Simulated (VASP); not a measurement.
Input of a VASP 6.6.1 run:

The input INCAR:

```
SYSTEM = AgI
  ALGO = Normal
  EDIFF = 1E-6
  ENCUT = 500
  GGA = PS
  GGA_COMPAT = .FALSE.
  ISIF = 2
  ISMEAR = 0
  LASPH = .TRUE.
  LCHARG = .TRUE.
  LELF = .TRUE.
  LREAL = .FALSE.
  LVHAR = .TRUE.
  LWAVE = .FALSE.
  NBANDS = 26
  NELM = 120
  PREC = Accurate
  SIGMA = 0.01
```

The input KPOINTS:

```
k-points
0
G
  6 6 4
  0 0 0
```

File POSCAR:

```
AgI
1.0
    4.6502762048      0.0000000000      0.0000000000
   -2.3251381024      4.0272573280      0.0000000000
    0.0000000000      0.0000000000      7.3645033482
Ag I
2 2
Direct
    0.6666666667      0.3333333333      0.6275530660
    0.3333333333      0.6666666667      0.1275530660
    0.6666666667      0.3333333333      0.0024469340
    0.3333333333      0.6666666667      0.5024469340
```

Potentials or basis: VASP PAW PBE potentials, release 64 (Ag, I).

Launch:

```sh
$ cat potpaw_PBE.64/Ag/POTCAR potpaw_PBE.64/I/POTCAR > POTCAR
$ mpirun -np 1 vasp_std > vasp.out
```

(1) Estimate the pressure.

(2) Predict the largest force.

(3) Estimate the band gap on the k mesh.

## Answers

(1) -0.8 GPa.

(2) 0.150 eV/Å.

(3) 1.26 eV.

Caveat: the cell differs from its parent crystal (in-plane strain +0.02); the PAW data sets were made with another functional, which shifts forces and pressure a little; spin-orbit coupling is left out, which moves the levels of the heavy elements.
